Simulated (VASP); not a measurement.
**Se: single point with LDA**

Se:

```xyz
1
Lattice="2.6933 0.0000 0.0000 0.0000 2.6933 0.0000 0.0000 0.0000 2.6933" Properties=species:S:1:pos:R:3 pbc="T T T"
Se    0.0000    0.0000    0.0000
```

This cell differs from its parent crystal: volume scaled by 0.92.

```json
{"Program": "VASP 6.6.1", "Task": "single point", "Functional": "LDA", "Potentials or basis": "VASP PAW LDA potentials, release 64 (Se)", "Cutoff": "520 eV", "k mesh": "13 × 13 × 13", "Occupations": "fermi-dirac, width 0.08 eV", "Spin": "no spin polarisation", "Dipole correction": "no", "Further INCAR settings": "ALGO = Normal; EDIFF = 1e-06; NBANDS = 9"}
```

- Pressure: 8.9 GPa
- Band gap on the k mesh: zero (band 3 reaches 10.02 eV, above the bottom of band 4 at 2.84 eV)

Levels at points of the mesh, in eV from the Fermi level:
| k point | band 1 | band 2 | band 3 | band 4 | band 5 | band 6 | band 7 |
| --- | --- | --- | --- | --- | --- | --- | --- |
| (0.00, 0.00, 0.00) | -17.52 | 1.53 | 1.53 | 1.53 | 7.47 | 7.47 | 8.42 |

It took 6 s on 1 thread of Intel(R) Xeon(R) 6975P-C (Granite Rapids), on a shared host, peak memory 0.12 GiB.
